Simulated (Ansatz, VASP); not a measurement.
## TiC: VASP beside Ansatz

```xyz
4
Lattice="3.0419 0.0000 0.0000 -1.5210 2.6344 0.0000 0.0000 0.0000 5.3804" Properties=species:S:1:pos:R:3 pbc="T T T"
Ti    0.0000    0.0000    0.0000
Ti    0.0000    0.0000    2.6902
C     0.0000    1.7562    1.3451
C     1.5210    0.8781    4.0353
```

Alike in both runs: functional PBE; k mesh 10 × 10 × 6; occupations fermi-dirac, width 0.05 eV; no spin polarisation.

Ansatz relaxed the structure, and its values are those at the end. VASP's run is a single point on that final structure, the one shown.

|  | VASP | Ansatz |
| --- | --- | --- |
| version | VASP 6.6.1 | Ansatz 0.2.0 |
| potentials or method | VASP PAW PBE potentials, release 64 (Ti_sv, C) | PAW with Ansatz's default frozen-core files, scalar-relativistic |
| plane-wave cutoff (eV) | 520 | 420 |
| valence electrons in the cell | 32 | 32 |

|  | VASP | Ansatz | Ansatz less VASP |
| --- | --- | --- | --- |
| pressure (GPa) | 0.1 | 0.0 | -0.13 |
